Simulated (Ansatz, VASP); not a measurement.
**Ru: VASP beside Ansatz**

The input INCAR:

```
SYSTEM = Ru
PREC = Accurate ; ENCUT = 520
EDIFF = 1E-7 ; ISMEAR = 0
SIGMA = 0.15 ; LREAL = .FALSE.
LASPH = .TRUE. ; NELM = 80
ALGO = Fast ; ISIF = 2
LWAVE = .FALSE. ; LCHARG = .TRUE.
GGA = PE ; LELF = .TRUE.
LVHAR = .TRUE. ; NBANDS = 21
```

Contents of KPOINTS:

```
regular mesh
0
G
  24 24 14
  0 0 0
```

POSCAR

```
Ru
1.0
    2.6520244636      0.0000000000      0.0000000000
   -1.3260122318      2.2967205569      0.0000000000
    0.0000000000      0.0000000000      4.1893502591
Ru
2
Direct
    0.3333333333      0.6666666667      0.2500000000
    0.6666666667      0.3333333333      0.7500000000
```

Input for Ansatz:

```yaml
crystal:
  lattice:
    - [2.6520244636, 0.0, 0.0]
    - [-1.3260122318, 2.2967205569, 0.0]
    - [0.0, 0.0, 4.1893502591]
  atoms:
    - { symbol: Ru, position: [0.3333333333, 0.6666666667, 0.25] }
    - { symbol: Ru, position: [0.6666666667, 0.3333333333, 0.75] }
basis:
  ecutwfc: 420
kpoints:
  mp_grid: { grid: [24, 24, 14] }
hamiltonian:
  xc: pbe
scf:
  occupations: { method: gaussian, width: 0.15 }
output:
  forces: true
  stress: true
  eigenvalues: true
  write_density: true
  write_potential: true
  elf: true
  volumetric_format: npy
```

Change from the starting cell: strain -0.025 along x and y, -0.025 along z, atoms carried along.

Alike in both runs: task single point; functional PBE; k mesh 24 × 24 × 14; occupations gaussian, width 0.15 eV; no spin polarisation.

```csv
,VASP,Ansatz
version,VASP 6.6.1,Ansatz 0.2.0
potentials or method,"VASP PAW PBE potentials, release 64 (Ru_pv), cutoff 520 eV","scalar-relativistic, plane waves, PAW"
valence electrons in the cell,28,32
```

|  | VASP | Ansatz | Ansatz less VASP |
| --- | --- | --- | --- |
| gap on the k mesh at the Fermi level (eV) | none | none | - |
| pressure (GPa) | 28.6 | 28.6 | -0.03 |
| traceless stress, the component that is largest in VASP (GPa) | 0.68 | 0.65 | -0.028 |

A gap of «none» marks a metal or a gap that the smearing closes. Both programs put the cell under a high pressure, so it lies far from rest at this level. The functional is the same, so the differences come from potentials, cutoffs and numerics. VASP's potentials hold 28 valence electrons a cell and Ansatz's 32, so a difference there can come from the potentials and not from the codes.
